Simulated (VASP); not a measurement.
A run of VASP 6.6.1 is set up as follows.

Contents of INCAR:

```
PREC     = Accurate       # precision mode
ENCUT    = 520            # plane-wave cutoff, eV
EDIFF    = 1E-6           # SCF threshold, eV
ISMEAR   = -1             # smearing method
SIGMA    = 0.05           # smearing width, eV
LREAL    = F              # projectors in reciprocal space
LASPH    = T              # aspherical terms in the spheres
NELM     = 80             # most SCF steps
ALGO     = Normal         # electronic algorithm
ISIF     = 2              # what is computed and relaxed
LWAVE    = F              # write WAVECAR
LCHARG   = F              # write CHGCAR
GGA      = PS             # functional
IVDW     = 13             # dispersion correction
NBANDS   = 10             # bands
```

Contents of KPOINTS:

```
regular mesh
0
Gamma
  7 7 7
```

File POSCAR:

```
Rb
1.0
    0.0000000000      3.6398850000      3.6398850000
    3.6398850000      0.0000000000      3.6398850000
    3.6398850000      3.6398850000      0.0000000000
Rb
1
Direct
    0.0000000000      0.0000000000      0.0000000000
```

Potentials or basis: VASP PAW PBE potentials, release 64 (Rb_sv).

Launch:

```console
$ cat potpaw_PBE.64/Rb_sv/POTCAR > POTCAR
$ mpirun -np 1 vasp_std > vasp.out
```

Problem. What does it give for the dispersion energy per atom?

Solution. -0.040 eV.

Problem. What does it give for the pressure?

Solution. -0.3 GPa.

Caveat: the PAW data sets were made with another functional, which shifts forces and pressure a little; pairwise dispersion overbinds metals, which lowers pressure and volume.
